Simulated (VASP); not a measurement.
Input of a VASP 6.6.1 run:

Contents of INCAR:

```
SYSTEM = Mo
PREC     = Accurate       ! precision mode
ENCUT    = 520            ! plane-wave cutoff, eV
EDIFF    = 1E-6           ! SCF threshold, eV
ISMEAR   = 0              ! smearing method
SIGMA    = 0.15           ! smearing width, eV
LREAL    = .FALSE.        ! projectors in reciprocal space
LASPH    = .TRUE.         ! aspherical terms in the spheres
NELM     = 80             ! most SCF steps
ALGO     = Fast           ! electronic algorithm
ISIF     = 2              ! what is computed and relaxed
LWAVE    = .FALSE.        ! write WAVECAR
LCHARG   = .FALSE.        ! write CHGCAR
GGA      = PS             ! functional
NBANDS   = 21             ! bands
```

The input KPOINTS:

```
regular mesh
0
G
  24 24 14
  0 0 0
```

File POSCAR:

```
Mo
1.0
   -1.5646534271      1.5646534271      1.5646534271
    1.5646534271     -1.5646534271      1.5646534271
    3.1293068543      3.1293068543      0.0000000000
Mo
2
Direct
    0.0338944124     -0.0338944124      0.0000000000
    0.4661055876      0.5338944124      0.5000000000
```

Potentials or basis: VASP PAW PBE potentials, release 64 (Mo_sv).

Launch:

```console
$ cat potpaw_PBE.64/Mo_sv/POTCAR > POTCAR
$ mpirun -np 1 vasp_std > vasp.out
```

(1) Predict the pressure.

(2) What does it give for the band gap on the k mesh?

(3) Estimate the largest force.

## Answers

(1) 2.3 GPa.

(2) zero (bands 14 and 15 overlap by 2.66 eV).

(3) 1.614 eV/Å.

Caveat: the cell differs from its parent crystal (atoms displaced along a vibrational mode); the PAW data sets were made with another functional, which shifts forces and pressure a little.
